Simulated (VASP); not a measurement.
# Si2Mo in VASP: single point with PBEsol

Aim: the single point of Si2Mo with PBEsol.

Everything below comes from runs of VASP 6.6.1. Logs are shortened: lines on timing, memory, paths and dates and some standing lists are left out, and cuts for length are marked.

### 1 The cell of the first run

The cell holds a slab with vacuum, 9 atoms: a = 4.511 Å, b = 4.515 Å, c = 20.217 Å, α = 90.00°, β = 90.00°, γ = 90.00°.

### 2 Single point, PBEsol

INCAR reads:

```
  PREC = Accurate
  ENCUT = 400
  EDIFF = 1E-6
  ISMEAR = 0
  SIGMA = 0.1
  LREAL = False
  LASPH = True
  NELM = 120
  ALGO = Normal
  ISIF = 2
  LWAVE = False
  LCHARG = False
  LDIPOL = True
  IDIPOL = 3
  DIPOL = 0.5 0.5 0.500
  GGA = PS
  ISYM = 0
  NBANDS = 43
  GGA_COMPAT = False
  NELMDL = -8
```

KPOINTS reads:

```
Automatic mesh
0
Gamma
  8 8 1
```

POSCAR reads:

```
Si2Mo
1.0
    4.5114404978      0.0000000000      0.0000000000
    0.0000000000      4.5146191219      0.0000000000
    0.0000000000      0.0000000000     20.2173311871
Si Mo
6 3
Direct
    0.5000000000      0.7524734080      0.3709688450
    0.0000000000      0.4971746791      0.4038523096
    0.0000000000      0.0021214952      0.4676170761
    0.5000000000      0.7468227662      0.5005005407
    0.5000000000      0.2517695823      0.5642653072
    0.0000000000      0.9964708534      0.5971487717
    0.5000000000      0.2496480871      0.4357346928
    0.0000000000      0.4992961743      0.5323829239
    0.5000000000      0.7489442614      0.6290311550
```

Potentials or basis: VASP PAW PBE potentials, release 64 (Si, Mo_sv).

On the command line:

```bash
> cat potpaw_PBE.64/Si/POTCAR potpaw_PBE.64/Mo_sv/POTCAR > POTCAR
> mpirun -np 1 vasp_std > vasp.out
```

OUTCAR:

```text
PREC = Accurate
   ENCUT = 400
   EDIFF = 1E-6
   ISMEAR = 0
   LREAL = False
   LASPH = True
   NELM = 120
   ISIF = 2
   GGA = PS
   ISYM = 0
   NELMDL = -8

 ion  position               nearest neighbor table
   1  0.500  0.752  0.371-   7 2.60   2 2.62   2 2.62   4 2.62   7 2.62
   2  0.000  0.497  0.404-   3 2.58   8 2.60   7 2.60   7 2.60   1 2.62   1 2.62   3 2.62
   3  0.000  0.002  0.468-   2 2.58   8 2.60   7 2.60   7 2.60   6 2.62   2 2.62   4 2.62   4 2.62
                             8 2.62
   4  0.500  0.747  0.501-   5 2.58   8 2.60   8 2.60   9 2.60   7 2.60   5 2.62   3 2.62   3 2.62
                             1 2.62   7 2.62
   5  0.500  0.252  0.564-   4 2.58   9 2.60   8 2.60   8 2.60   7 2.60   6 2.62   6 2.62   4 2.62
                             9 2.62
   6  0.000  0.996  0.597-   8 2.60   9 2.60   9 2.60   3 2.62   5 2.62   5 2.62   8 2.62
   7  0.500  0.250  0.436-   1 2.60   2 2.60   2 2.60   3 2.60   3 2.60   4 2.60   5 2.60   1 2.62
                             4 2.62   8 3.19   8 3.19
   8  0.000  0.499  0.532-   4 2.60   4 2.60   2 2.60   6 2.60   3 2.60   5 2.60   5 2.60   6 2.62
                             3 2.62   9 3.19   9 3.19   7 3.19   7 3.19
   9  0.500  0.749  0.629-   4 2.60   5 2.60   6 2.60   6 2.60   5 2.62   8 3.19   8 3.19

IMPORTANT INFORMATION: All symmetrisations will be switched off!
NOSYMM: (Re-)initialisation of all symmetry stuff for point group C_1.

----------------------------------------------------------------------------------------

                                     Primitive cell

  volume of cell :     411.7752

  direct lattice vectors                    reciprocal lattice vectors
     4.511440498  0.000000000  0.000000000     0.221658692  0.000000000  0.000000000
     0.000000000  4.514619122  0.000000000     0.000000000  0.221502628  0.000000000
     0.000000000  0.000000000 20.217331187     0.000000000  0.000000000  0.049462513

  length of vectors
     4.511440498  4.514619122 20.217331187     0.221658692  0.221502628  0.049462513

  position of ions in fractional coordinates (direct lattice)
     0.500000000  0.752473408  0.370968845
     0.000000000  0.497174679  0.403852310
     0.000000000  0.002121495  0.467617076
     0.500000000  0.746822766  0.500500541
     0.500000000  0.251769582  0.564265307
     0.000000000  0.996470853  0.597148772
     0.500000000  0.249648087  0.435734693
     0.000000000  0.499296174  0.532382924
     0.500000000  0.748944261  0.629031155

  ion indices of the primitive-cell ions
   primitive index   ion index
                 1           1
                 2           2
                 3           3
                 4           4
                 5           5
                 6           6
                 7           7
                 8           8
                 9           9

----------------------------------------------------------------------------------------

 KPOINTS: Automatic mesh

Automatic generation of k-mesh.
 Grid dimensions read from file:
 generate k-points for:    8    8    1

 Generating k-lattice:

  Cartesian coordinates                     Fractional coordinates (reciprocal lattice)
     0.027707337  0.000000000  0.000000000     0.125000000  0.000000000  0.000000000
     0.000000000  0.027687829  0.000000000     0.000000000  0.125000000  0.000000000
     0.000000000  0.000000000  0.049462513     0.000000000  0.000000000  1.000000000

  Length of vectors
     0.027707337  0.027687829  0.049462513

  Shift w.r.t. Gamma in fractional coordinates (k-lattice)
     0.000000000  0.000000000  0.000000000

 Subroutine IBZKPT returns following result:
 ===========================================

 Found     34 irreducible k-points:

 Following reciprocal coordinates:
            Coordinates               Weight
  0.000000  0.000000  0.000000      1.000000
  0.125000  0.000000  0.000000      2.000000
  0.250000  0.000000  0.000000      2.000000
  0.375000  0.000000  0.000000      2.000000
  0.500000  0.000000  0.000000      1.000000
  0.000000  0.125000  0.000000      2.000000
[... 16 lines left out ...]
  0.125000  0.375000  0.000000      2.000000
  0.125000 -0.375000  0.000000      2.000000
 [... further k-points ...]
   k-points           NKPTS =     34   k-points in BZ     NKDIM =     34   number of bands    NBANDS=     43
   number of dos      NEDOS =    301   number of ions     NIONS =      9
   total plane-waves  NPLWV = 126000
   dimension x,y,z NGX =    30 NGY =   30 NGZ =  140
   dimension x,y,z NGXF=    60 NGYF=   60 NGZF=  280
   ions per type =               6   3
   NGX,Y,Z   is equivalent  to a cutoff of  11.05, 11.05, 11.51 a.u.
   NGXF,Y,Z  is equivalent  to a cutoff of  22.11, 22.09, 23.02 a.u.
 SYSTEM =  unknown system
   PREC   = accura    normal or accurate (medium, high low for compatibility)
   ISTART =      0    job   : 0-new  1-cont  2-samecut
   ICHARG =      2    charge: 1-file 2-atom 10-const
   ISPIN  =      1    spin polarized calculation?
   LNONCOLLINEAR =      F non collinear calculations
   LSORBIT =      F    spin-orbit coupling
   LASPH  =      T    aspherical Exc in radial PAW
   ENCUT  =  400.0 eV  29.40 Ry    5.42 a.u.   7.36  7.36 32.97*2*pi/ulx,y,z
   NELM   =    120;   NELMIN=  2; NELMDL= -8     # of ELM steps
   EDIFF  = 0.1E-05   stopping-criterion for ELM
   LREAL  =      F    real-space projection
   EDIFFG = 0.1E-04   stopping-criterion for IOM
   NSW    =      0    number of steps for IOM
   IBRION =     -1    ionic relax: 0-MD 1-quasi-New 2-CG
   NFREE  =      0    steps in history (QN), initial steepest desc. (CG)
   ISIF   =      2    stress and relaxation
   ISYM   =      0    0-nonsym 1-usesym 2-fastsym
   POTIM  = 0.5000    time-step for ionic-motion
   TEBEG  =    0.0;   TEEND  =   0.0 temperature during run
   PSTRESS=    0.0 pullay stress
   NELECT =      66.0000    total number of electrons
   NUPDOWN=      -1.0000    fix difference up-down
   EMIN   =  10.00;   EMAX   =-10.00  energy-range for DOS
   EFERMI =   0.00;   METHOD = LEGACY
   ISMEAR =     0;   SIGMA  =   0.10  broadening in eV -4-tet -1-fermi 0-gaus
   EFERMI_NEDOS =   21; number of points for ismear=-14 and -15
   IALGO  =     38    algorithm
   IMIX   =      4    mixing-type and parameters
     AMIX     =   0.40;   BMIX     =  1.00
     AMIX_MAG =   1.60;   BMIX_MAG =  1.00
  volume/ion in A,a.u.               =      45.75       308.76
  Fermi-wavevector in a.u.,A,eV,Ry     =   0.889275  1.680486 10.759624  0.790810
  Thomas-Fermi vector in A             =   2.010814
   LORBIT       =      0    0 simple, 1 ext, 2 COOP (PROOUT), +10 PAW based schemes
   GGA     = PS    functional components
   LHFCALC =     F    Hartree Fock is set to
   AEXX    =    0.0000 exact exchange contribution
   IVDW    =     0    specifies the selected vdW correction
   LEPSILON=     F    determine dielectric tensor
   LRPA    =     F    only Hartree local field effects (RPA)
 non-spin polarized calculation
 Gauss-broadening in eV      SIGMA  =   0.10
  energy-cutoff  :      400.00
  volume of cell :      411.78
 maximum number of plane-waves:      7561
 NGX is ok and might be reduce to    30
   NGX = 15   NGY = 15   NGZ = 65

 dipolmoment           0.000000      0.000000      0.644227 electrons x Angstroem

 number of electron      66.0000011 magnetization

 dipolmoment           0.000000      0.000000     -0.149670 electrons x Angstroem

 Free energy of the ion-electron system (eV)
  ---------------------------------------------------
  ext. energy  EPLUGINS =         0.00000000
  ---------------------------------------------------
  free energy    TOTEN  =       -67.49978546 eV

  energy without entropy =      -67.46756641  energy(sigma->0) =      -67.48367593

 E-fermi :   0.6965     XC(G=0):  -4.7832

 val. band max:        0.6734966015   @ k =   0.5000   0.2500   0.0000
 cond. band min:       0.7244330840   @ k =   0.5000   0.3750   0.0000
 fundamental gap:      0.0509364825
 Fermi energy:         0.6965436721

 k-point     1 :       0.0000    0.0000    0.0000
  band No.  band energies     occupation
      1     -59.6943      2.00000
      2     -59.5983      2.00000
      3     -59.5132      2.00000
      4     -34.0117      2.00000
      5     -33.8806      2.00000
      6     -33.8693      2.00000
[... 35 lines left out ...]
     42       4.1084      0.00000
     43       4.1217      0.00000

 k-point     2 :       0.1250    0.0000    0.0000
  band No.  band energies     occupation
      1     -59.6942      2.00000
      2     -59.5981      2.00000
      3     -59.5134      2.00000
      4     -34.0125      2.00000
      5     -33.8902      2.00000
      6     -33.8583      2.00000
[... 35 lines left out ...]
     42       4.1539      0.00000
     43       4.3261      0.00000

 k-point     3 :       0.2500    0.0000    0.0000
  band No.  band energies     occupation
      1     -59.6940      2.00000
      2     -59.5977      2.00000
      3     -59.5139      2.00000
      4     -34.0150      2.00000
      5     -33.8977      2.00000
      6     -33.8545      2.00000
[... 35 lines left out ...]
     42       4.1694      0.00000
     43       4.5188      0.00000

 k-point     4 :       0.3750    0.0000    0.0000
  band No.  band energies     occupation
      1     -59.6938      2.00000
      2     -59.5973      2.00000
      3     -59.5144      2.00000
      4     -34.0178      2.00000
      5     -33.8969      2.00000
      6     -33.8706      2.00000
[... 863 lines left out ...]
     42       3.8455      0.00000
     43       4.1881      0.00000

 k-point    23 :       0.1250    0.3750    0.0000
  band No.  band energies     occupation
      1     -59.6941      2.00000
      2     -59.5980      2.00000
      3     -59.5133      2.00000
      4     -34.0125      2.00000
      5     -33.8893      2.00000
      6     -33.8576      2.00000
[... 35 lines left out ...]
     42       3.8769      0.00000
     43       4.1203      0.00000

 k-point    24 :       0.1250   -0.3750    0.0000
  band No.  band energies     occupation
      1     -59.6941      2.00000
      2     -59.5980      2.00000
      3     -59.5133      2.00000
      4     -34.0125      2.00000
      5     -33.8893      2.00000
      6     -33.8576      2.00000
[... 35 lines left out ...]
     42       3.8769      0.00000
     43       4.1203      0.00000

 [... further k-points ...]

------------------------ aborting loop because EDIFF is reached ----------------------------------------

 vacuum level on the upper side and lower side of the slab       (xc-potential included)        -0.663         0.612

  FORCE on cell =-STRESS in cart. coord.  units (eV):
  Direction    XX          YY          ZZ          XY          YZ          ZX
  --------------------------------------------------------------------------------------
  -------------------------------------------------------------------------------------
  Total       -8.7344764     -7.5915572     -9.3272145     -0.0000007     -0.0561069     -0.0000006
  in kB      -33.9850005    -29.5380127    -36.2912871     -0.0000026     -0.2183063     -0.0000022
  external PRESSURE =     -33.2714334 kB  Pullay stress =       0.0000000 kB

 VOLUME and BASIS-vectors are now :
 -----------------------------------------------------------------------------
  energy-cutoff  :      400.00
  volume of cell :      411.78
      direct lattice vectors                 reciprocal lattice vectors
     4.511440498  0.000000000  0.000000000     0.221658692  0.000000000  0.000000000
     0.000000000  4.514619122  0.000000000     0.000000000  0.221502628  0.000000000
     0.000000000  0.000000000 20.217331187     0.000000000  0.000000000  0.049462513

 POSITION                                       TOTAL-FORCE (eV/Angst)
 -----------------------------------------------------------------------------------
      2.25572      3.39713      7.50000         0.000000      0.162442      1.039299
      0.00000      2.24455      8.16482         0.000000     -0.265933      0.430772
      0.00000      0.00958      9.45397        -0.000000      0.161023     -0.524372
      2.25572      3.37162     10.11879         0.000000      0.141137      0.248609
      2.25572      1.13664     11.40794        -0.000000      0.029354      0.918757
      0.00000      4.49869     12.07275         0.000000     -0.649314      0.221663
      2.25572      1.12707      8.80939         0.000000     -0.174923      0.644296
      0.00000      2.25413     10.76336         0.000000      0.300744     -0.592006
      2.25572      3.38120     12.71733        -0.000000      0.295470     -2.387017
 -----------------------------------------------------------------------------------
    total drift:                               -0.000000      0.000494     -0.000099

  FREE ENERGIE OF THE ION-ELECTRON SYSTEM (eV)
  ---------------------------------------------------
  free  energy   TOTEN  =       -67.4997854574 eV

  energy  without entropy=      -67.4675664089  energy(sigma->0) =      -67.48367593

 vacuum level on the upper side and lower side of the slab         3.967         5.296
```

It took 21 min on 1 thread of Oxide Virtual Turin-like, shared host; peak memory 0.51 GiB.

Results:

| Quantity | Value |
| --- | --- |
| Free energy | -67.4998 eV |
| Largest force | 2.405 eV/Å |
| Band gap on the k mesh | zero (bands 33 and 34 overlap by 0.36 eV) |

Forces on the atoms (eV/Å):
```
Si   0.000  0.162  1.039
Si   0.000 -0.266  0.431
Si   0.000  0.161 -0.524
Si   0.000  0.141  0.249
Si   0.000  0.029  0.919
Si   0.000 -0.649  0.222
Mo   0.000 -0.175  0.644
Mo   0.000  0.301 -0.592
Mo   0.000  0.295 -2.387
```

Caveat: the PAW data sets were made with another functional, which shifts forces and pressure a little.

The gap in the log of VASP goes by the Fermi energy; the results here count the filled bands.